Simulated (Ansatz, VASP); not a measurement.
# Two plane-wave programs on Cd

Contents of INCAR:

```
SYSTEM = Cd
PREC = Accurate ; ENCUT = 520
EDIFF = 1E-8 ; ISMEAR = -1
SIGMA = 0.08 ; LREAL = .FALSE.
LASPH = .TRUE. ; NELM = 60
ALGO = Normal ; ISIF = 2
LWAVE = .FALSE. ; LCHARG = .FALSE.
GGA = PE ; LEFG = .TRUE.
NBANDS = 19
```

The input KPOINTS:

```
Automatic mesh
0
G
  9 9 9
  0 0 0
```

Contents of POSCAR:

```
Cd
1.0
    0.0000000000      3.3119314265      3.3119314265
    3.3119314265      0.0000000000      3.3119314265
    3.3119314265      3.3119314265      0.0000000000
Cd
2
Direct
    0.0000000000      0.0000000000      0.0000000000
    0.2500000000      0.2500000000      0.2500000000
```

Input for Ansatz:

```yaml
crystal:
  lattice:
    - [0.0, 3.3119314265, 3.3119314265]
    - [3.3119314265, 0.0, 3.3119314265]
    - [3.3119314265, 3.3119314265, 0.0]
  atoms:
    - { symbol: Cd, position: [0.0, 0.0, 0.0] }
    - { symbol: Cd, position: [0.25, 0.25, 0.25] }
kpoints:
  mp_grid: { grid: [9, 9, 9] }
scf:
  occupations: { method: fermi_dirac, width: 0.08 }
hamiltonian:
  xc: pbe
  pseudopotentials: { kind: paw }
output:
  forces: true
  stress: true
  eigenvalues: true
  efg: { contact_densities: true }
  write_density: true
  write_potential: true
  elf: true
  volumetric_format: npy
```

Change from the starting cell: volume scaled by 0.975, PAW files.

Alike in both runs: task electric field gradients; functional PBE; k mesh 9 × 9 × 9; occupations fermi-dirac, width 0.08 eV; no spin polarisation.

|  | VASP | Ansatz |
| --- | --- | --- |
| version | VASP 6.6.1 | Ansatz 0.2.0 |
| potentials or method | VASP PAW PBE potentials, release 64 (Cd) | PAW with Ansatz's default frozen-core files, scalar-relativistic |
| plane-wave cutoff (eV) | 520 | 420 |
| valence electrons in the cell | 24 | 40 |

VASP gave:

| Property | Result |
| --- | --- |
| pressure (GPa) | 0.5 |

Question: What did Ansatz give for the same quantities?

Answer: Pressure (GPa): 0.4.

VASP's potentials hold 24 valence electrons a cell and Ansatz's 40, so a difference there can come from the potentials and not from the codes.
